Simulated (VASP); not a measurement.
# Be2SbP3 (P-3m1) in VASP: notebook

The runs below take Be2SbP3 through single point, with PBE.

All numbers are computed with VASP 6.6.1; they aren't measurements. Logs are shortened: lines on timing, memory, paths and dates and some standing lists are left out, and cuts for length are marked.

## (1) The cell of the first run

Symmetry: P-3m1, No. 164, trigonal system. The conventional cell has a = 6.629 Å, b = 6.629 Å, c = 5.318 Å, α = 90.00°, β = 90.00°, γ = 120.00°. Within 3.0 Å of Be (site symmetry -3m) lie 6 P at 2.26 Å. Be (site symmetry 2/m) has 4 P at 2.21 Å and 2 Sb at 2.70 Å within 2.9 Å. Sb (site symmetry 3m) has 3 Be at 2.70 Å and 12 P at 2.95 to 3.58 Å within 3.6 Å. Within 3.0 Å of P (site symmetry m) lie 3 Be at 2.21 to 2.26 Å and 1 Sb at 2.95 Å and 2 P at 3.00 Å.

The cell was generated, and may not be a known phase.

## (2) Single point, PBE

Contents of INCAR:

```
  PREC = Accurate
  ENCUT = 520
  EDIFF = 1E-6
  ISMEAR = 0
  SIGMA = 0.1
  LREAL = F
  LASPH = T
  NELM = 80
  ALGO = Normal
  ISIF = 2
  LWAVE = F
  LCHARG = F
  GGA = PE
  NBANDS = 36
```

Contents of KPOINTS:

```
regular mesh
0
Gamma
  3 3 4
```

Contents of POSCAR:

```
Be2SbP3
1.0
    6.6287817600      0.0000000000      0.0000000000
   -3.3143908800      5.7406934000      0.0000000000
    0.0000000000      0.0000000000      5.3176212000
Be Sb P
4 2 6
Direct
    0.0000000000      0.0000000000      0.0000000000
    0.0000000000      0.5000000000      0.0000000000
    0.5000000000      0.0000000000      0.0000000000
    0.5000000000      0.5000000000      0.0000000000
    0.6666666700      0.3333333300      0.6426517400
    0.3333333300      0.6666666700      0.3573482600
    0.8305326200      0.1694673800      0.2143511800
    0.8305326200      0.6610652400      0.2143511800
    0.3389347600      0.1694673800      0.2143511800
    0.6610652400      0.8305326200      0.7856488200
    0.1694673800      0.8305326200      0.7856488200
    0.1694673800      0.3389347600      0.7856488200
```

Potentials or basis: VASP PAW PBE potentials, release 64 (Be, Sb, P).

Launch:

```
$ cat potpaw_PBE.64/Be/POTCAR potpaw_PBE.64/Sb/POTCAR potpaw_PBE.64/P/POTCAR > POTCAR
$ mpirun -np 1 vasp_std > vasp.out
```

OUTCAR:

```text
PREC = Accurate
   ENCUT = 520
   EDIFF = 1E-6
   ISMEAR = 0
   LREAL = F
   LASPH = T
   NELM = 80
   ISIF = 2
   GGA = PE

 ion  position               nearest neighbor table
   1  0.000  0.000  0.000-   8 2.26  12 2.26   9 2.26  10 2.26  11 2.26   7 2.26
   2  0.000  0.500  0.000-   7 2.21  11 2.21   8 2.21  12 2.21   5 2.70   6 2.70
   3  0.500  0.000  0.000-   7 2.21   9 2.21  10 2.21  11 2.21   5 2.70   6 2.70
   4  0.500  0.500  0.000-   9 2.21  10 2.21   8 2.21  12 2.21   5 2.70   6 2.70
   5  0.667  0.333  0.643-   3 2.70   2 2.70   4 2.70   7 2.95   8 2.95   9 2.95
   6  0.333  0.667  0.357-   3 2.70   2 2.70   4 2.70  11 2.95  12 2.95  10 2.95
   7  0.831  0.169  0.214-   2 2.21   3 2.21   1 2.26   5 2.95
   8  0.831  0.661  0.214-   2 2.21   4 2.21   1 2.26   5 2.95
   9  0.339  0.169  0.214-   4 2.21   3 2.21   1 2.26   5 2.95
  10  0.661  0.831  0.786-   4 2.21   3 2.21   1 2.26   6 2.95
  11  0.169  0.831  0.786-   2 2.21   3 2.21   1 2.26   6 2.95
  12  0.169  0.339  0.786-   2 2.21   4 2.21   1 2.26   6 2.95

  LATTYP: Found a hexagonal cell.
 ALAT       =     6.6287817600
 C/A-ratio  =     0.8022018815

  Lattice vectors:

 A1 = (   6.6287817600,   0.0000000000,   0.0000000000)
 A2 = (  -3.3143908800,   5.7406934000,   0.0000000000)
 A3 = (   0.0000000000,   0.0000000000,   5.3176212000)

Analysis of symmetry for initial positions (statically):
=====================================================================
 Subroutine PRICEL returns:
 Original cell was already a primitive cell.

 Routine SETGRP: Setting up the symmetry group for a
 hexagonal supercell.

 Subroutine GETGRP returns: Found 12 space group operations
 (whereof 12 operations were pure point group operations)
 out of a pool of 24 trial point group operations.

The static configuration has the point symmetry D_3d.

Analysis of symmetry for dynamics (positions and initial velocities):
=====================================================================
 Subroutine PRICEL returns:
 Original cell was already a primitive cell.

 Routine SETGRP: Setting up the symmetry group for a
 hexagonal supercell.

 Subroutine GETGRP returns: Found 12 space group operations
 (whereof 12 operations were pure point group operations)
 out of a pool of 24 trial point group operations.

[... 113 lines left out ...]
   POTIM  = 0.5000    time-step for ionic-motion
   TEBEG  =    0.0;   TEEND  =   0.0 temperature during run
   PSTRESS=    0.0 pullay stress
   NELECT =      48.0000    total number of electrons
   NUPDOWN=      -1.0000    fix difference up-down
   EMIN   =  10.00;   EMAX   =-10.00  energy-range for DOS
   EFERMI =   0.00;   METHOD = LEGACY
   ISMEAR =     0;   SIGMA  =   0.10  broadening in eV -4-tet -1-fermi 0-gaus
   EFERMI_NEDOS =   21; number of points for ismear=-14 and -15
   IALGO  =     38    algorithm
   IMIX   =      4    mixing-type and parameters
     AMIX     =   0.40;   BMIX     =  1.00
     AMIX_MAG =   1.60;   BMIX_MAG =  1.00
  volume/ion in A,a.u.               =      16.86       113.80
  Fermi-wavevector in a.u.,A,eV,Ry     =   1.013406  1.915059 13.973067  1.026991
  Thomas-Fermi vector in A             =   2.146573
   LORBIT       =      0    0 simple, 1 ext, 2 COOP (PROOUT), +10 PAW based schemes
   GGA     = PE    functional components
   LHFCALC =     F    Hartree Fock is set to
   AEXX    =    0.0000 exact exchange contribution
   IVDW    =     0    specifies the selected vdW correction
   LEPSILON=     F    determine dielectric tensor
   LRPA    =     F    only Hartree local field effects (RPA)
 non-spin polarized calculation
 Gauss-broadening in eV      SIGMA  =   0.10
  energy-cutoff  :      520.00
  volume of cell :      202.36
 maximum number of plane-waves:      5491
 NGX is ok and might be reduce to    50
   NGX = 25   NGY = 25   NGZ = 19

 number of electron      48.0000003 magnetization

 Free energy of the ion-electron system (eV)
  ---------------------------------------------------
  ext. energy  EPLUGINS =         0.00000000
  ---------------------------------------------------
  free energy    TOTEN  =       -51.67439937 eV

  energy without entropy =      -51.64935405  energy(sigma->0) =      -51.66187671

 E-fermi :   6.4913     XC(G=0): -10.1322

 val. band max:        6.4309057574   @ k =   0.3333   0.3333   0.2500
 cond. band min:       6.5450245664   @ k =   0.0000   0.0000   0.5000
 fundamental gap:      0.1141188090
 Fermi energy:         6.4912609138

 k-point     1 :       0.0000    0.0000    0.0000
  band No.  band energies     occupation
      1      -6.7284      2.00000
      2      -4.0478      2.00000
      3      -4.0478      2.00000
      4      -3.8124      2.00000
      5      -2.7431      2.00000
      6      -2.7431      2.00000
[... 379 lines left out ...]
     35      11.9606      0.00000
     36      12.4056      0.00000

------------------------ aborting loop because EDIFF is reached ----------------------------------------

  FORCE on cell =-STRESS in cart. coord.  units (eV):
  Direction    XX          YY          ZZ          XY          YZ          ZX
  --------------------------------------------------------------------------------------
  -------------------------------------------------------------------------------------
  Total       -1.9574556     -1.9574556     -6.5383842      0.0000000      0.0000000      0.0000000
  in kB      -15.4984059    -15.4984059    -51.7684964      0.0000000      0.0000000      0.0000000
  external PRESSURE =     -27.5884361 kB  Pullay stress =       0.0000000 kB

 VOLUME and BASIS-vectors are now :
 -----------------------------------------------------------------------------
  energy-cutoff  :      520.00
  volume of cell :      202.36
      direct lattice vectors                 reciprocal lattice vectors
     6.628781760  0.000000000  0.000000000     0.150857282  0.087097492  0.000000000
    -3.314390880  5.740693400  0.000000000     0.000000000  0.174194985  0.000000000
     0.000000000  0.000000000  5.317621200     0.000000000  0.000000000  0.188054012

 POSITION                                       TOTAL-FORCE (eV/Angst)
 -----------------------------------------------------------------------------------
      0.00000      0.00000      0.00000         0.000000     -0.000000      0.000000
     -1.65720      2.87035      0.00000         0.000000     -0.000000      0.000000
      3.31439      0.00000      0.00000         0.000000     -0.000000      0.000000
      1.65720      2.87035      0.00000         0.000000     -0.000000      0.000000
      3.31439      1.91356      3.41738         0.000000     -0.000000     -1.291396
     -0.00000      3.82713      1.90024         0.000000     -0.000000      1.291396
      4.94374      0.97286      1.13984        -0.245446      0.141709     -0.110197
      3.31439      3.79497      1.13984         0.000000     -0.283417     -0.110197
      1.68504      0.97286      1.13984         0.245446      0.141709     -0.110197
      1.62935      4.76783      4.17778        -0.245446     -0.141709      0.110197
     -1.62935      4.76783      4.17778         0.245446     -0.141709      0.110197
      0.00000      1.94572      4.17778        -0.000000      0.283417      0.110197
 -----------------------------------------------------------------------------------
    total drift:                                0.000000     -0.000000     -0.000000

  FREE ENERGIE OF THE ION-ELECTRON SYSTEM (eV)
  ---------------------------------------------------
  free  energy   TOTEN  =       -51.6743993660 eV

  energy  without entropy=      -51.6493540535  energy(sigma->0) =      -51.66187671
```

It took 94 s on 1 thread of AMD EPYC 9755, shared host; peak memory 0.29 GiB.

What came out:

| Quantity | Value |
| --- | --- |
| Free energy | -51.6744 eV |
| Pressure | -2.8 GPa |
| Largest force | 1.291 eV/Å |
| Band gap on the k mesh | zero (bands 24 and 25 overlap by 1.11 eV) |

Forces in eV/Å, atoms in the order of the input:
```
Be   0.000  0.000  0.000
Be   0.000  0.000  0.000
Be   0.000  0.000  0.000
Be   0.000  0.000  0.000
Sb   0.000  0.000 -1.291
Sb   0.000  0.000  1.291
P   -0.245  0.142 -0.110
P    0.000 -0.283 -0.110
P    0.245  0.142 -0.110
P   -0.245 -0.142  0.110
P    0.245 -0.142  0.110
P    0.000  0.283  0.110
```

Caveat: the k points lie up to 0.36 Å⁻¹ apart, too coarse for converged energies and pressures of a metal; spin-orbit coupling is left out, which moves the levels of the heavy elements; forces of over 1 eV/Å act on the atoms, so gaps and moduli don't describe the material at rest.

## (3) Single point, PBE

This run uses another cell than the first one, of 17.44 Å³/atom.

Contents of INCAR:

```
PREC     = Accurate       # precision mode
ENCUT    = 520            # plane-wave cutoff, eV
EDIFF    = 1E-6           # SCF threshold, eV
ISMEAR   = 0              # smearing method
SIGMA    = 0.1            # smearing width, eV
LREAL    = F              # projectors in reciprocal space
LASPH    = T              # aspherical terms in the spheres
NELM     = 100            # most SCF steps
ALGO     = Normal         # electronic algorithm
ISIF     = 2              # what is computed and relaxed
LWAVE    = F              # write WAVECAR
LCHARG   = F              # write CHGCAR
GGA      = PE             # functional
NBANDS   = 36             # bands
```

KPOINTS is that of step 2.

Contents of POSCAR:

```
Be2SbP3
1.0
    6.7212686362      0.0000000000      0.0000000000
   -3.3606343181      5.8207893846      0.0000000000
    0.0000000000      0.0000000000      5.3482938615
Be Sb P
4 2 6
Direct
    0.0000000000      0.0000000000      0.0000000000
    0.0000000000      0.5000000000      0.0000000000
    0.5000000000      0.0000000000      0.0000000000
    0.5000000000      0.5000000000      0.0000000000
    0.6666666667      0.3333333333      0.5626294737
    0.3333333333      0.6666666667      0.4373705263
    0.8241578251      0.1758421749      0.1975471927
    0.8241578251      0.6483156503      0.1975471927
    0.3516843497      0.1758421749      0.1975471927
    0.6483156503      0.8241578251      0.8024528073
    0.1758421749      0.8241578251      0.8024528073
    0.1758421749      0.3516843497      0.8024528073
```

Potentials or basis: VASP PAW PBE potentials, release 64 (Be, Sb, P).

Launch:

```
$ cat potpaw_PBE.64/Be/POTCAR potpaw_PBE.64/Sb/POTCAR potpaw_PBE.64/P/POTCAR > POTCAR
$ mpirun -np 1 vasp_std > vasp.out
```

Wall time 1.7 min (1 thread of AMD EPYC 9755, shared host); peak memory 0.3 GiB.

The run converged. Its results:

- Free energy: -52.4218 eV
- Pressure: 0.0 GPa
- Largest force: 0.015 eV/Å
- Band gap on the k mesh: zero (bands 24 and 25 overlap by 1.37 eV)

Forces on the atoms (eV/Å):
```
Be   0.000  0.000  0.000
Be   0.000  0.000  0.000
Be   0.000  0.000  0.000
Be   0.000  0.000  0.000
Sb   0.000  0.000  0.015
Sb   0.000  0.000 -0.015
P    0.006 -0.003 -0.004
P    0.000  0.006 -0.004
P   -0.006 -0.003 -0.004
P    0.006  0.003  0.004
P   -0.006  0.003  0.004
P    0.000 -0.006  0.004
```

Levels at points of the mesh, in eV from the Fermi level:
```
           k point  band 20  band 21  band 22  band 23  band 24  band 25  band 26  band 27  band 28  band 29
(0.00, 0.00, 0.00)    -2.35    -2.35    -0.86    -0.86    -0.04     1.20     1.20     1.76     2.09     2.09
(0.00, 0.00, 0.50)    -0.62    -0.62    -0.26    -0.26     1.14     1.16     1.16     1.30     1.30     1.33
```

Caveat: spin-orbit coupling is left out, which moves the levels of the heavy elements.

The gap in the log of VASP goes by the Fermi energy; the results here count the filled bands.